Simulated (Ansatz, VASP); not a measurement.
## Br: VASP beside Ansatz

The input INCAR:

```
  ALGO = Normal
  EDIFF = 1E-6
  ENCUT = 500
  GGA = PE
  GGA_COMPAT = False
  ISIF = 2
  ISMEAR = -1
  LASPH = True
  LCHARG = False
  LREAL = False
  LWAVE = False
  NBANDS = 10
  NELM = 120
  PREC = Accurate
  SIGMA = 0.1
```

File KPOINTS:

```
k-points
0
Gamma
  12 12 12
```

POSCAR

```
Br
1.0
    2.3438981815      0.0000000000      0.0000000000
    0.0000000000      2.3438981815      0.0000000000
    0.0000000000      0.0000000000      2.3438981815
Br
1
Direct
    0.0000000000      0.0000000000      0.0000000000
```

Input for Ansatz:

```yaml
crystal:
  lattice:
    - [2.3438981815, 0.0, 0.0]
    - [0.0, 2.3438981815, 0.0]
    - [0.0, 0.0, 2.3438981815]
  atoms:
    - { symbol: Br, position: [0.0, 0.0, 0.0] }
kpoints:
  mp_grid: { grid: [12, 12, 12] }
scf:
  occupations: { method: fermi_dirac, width: 0.1 }
hamiltonian:
  xc: pbe
  pseudopotentials: { kind: nc }
output:
  forces: true
  stress: true
  eigenvalues: true
```

Change from the starting cell: volume scaled by 0.43, norm-conserving files.

Alike in both runs: task single point; functional PBE; k mesh 12 × 12 × 12; occupations fermi-dirac, width 0.1 eV; no spin polarisation.

|  | VASP | Ansatz |
| --- | --- | --- |
| version | VASP 6.6.1 | Ansatz 0.2.0 |
| potentials or method | VASP PAW PBE potentials, release 64 (Br) | norm-conserving pseudopotentials, scalar-relativistic |
| plane-wave cutoff (eV) | 500 | 626 |
| valence electrons in the cell | 7 | 7 |

```tsv
	VASP	Ansatz	Ansatz less VASP
pressure (GPa)	172.0	170.9	-1.02
```

Both programs put the cell under a high pressure, so it lies far from rest at this level.

Noted on VASP's run: the cell as given lies far from equilibrium.
